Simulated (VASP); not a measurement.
A run of VASP 6.6.1 is set up as follows.

File INCAR:

```
PREC = Accurate
ENCUT = 520
EDIFF = 1E-6
ISMEAR = 0
SIGMA = 0.05
LREAL = F
LASPH = T
NELM = 100
ALGO = Normal
ISIF = 2
LWAVE = F
LCHARG = F
GGA = PE
NBANDS = 15
```

Contents of KPOINTS:

```
regular mesh
0
Gamma
  8 8 8
```

The input POSCAR:

```
KF
1.0
    0.0000000000      2.7105354767      2.6088903963
    2.6631011059      0.0000000000      2.6088903963
    2.6631011059      2.7105354767      0.0000000000
K F
1 1
Direct
    0.0000000000      0.0000000000      0.0000000000
    0.5000000000      0.5000000000      0.5000000000
```

Potentials or basis: VASP PAW PBE potentials, release 64 (K_sv, F).

Launch:

```sh
$ cat potpaw_PBE.64/K_sv/POTCAR potpaw_PBE.64/F/POTCAR > POTCAR
$ mpirun -np 1 vasp_std > vasp.out
```

(1) What does it give for the pressure?

(2) Estimate the band gap on the k mesh.

## Answers

(1) 2.0 GPa.

(2) 6.19 eV.

Caveat: the cell differs from its parent crystal (normal strain along x -0.0175, normal strain along z -0.0375).
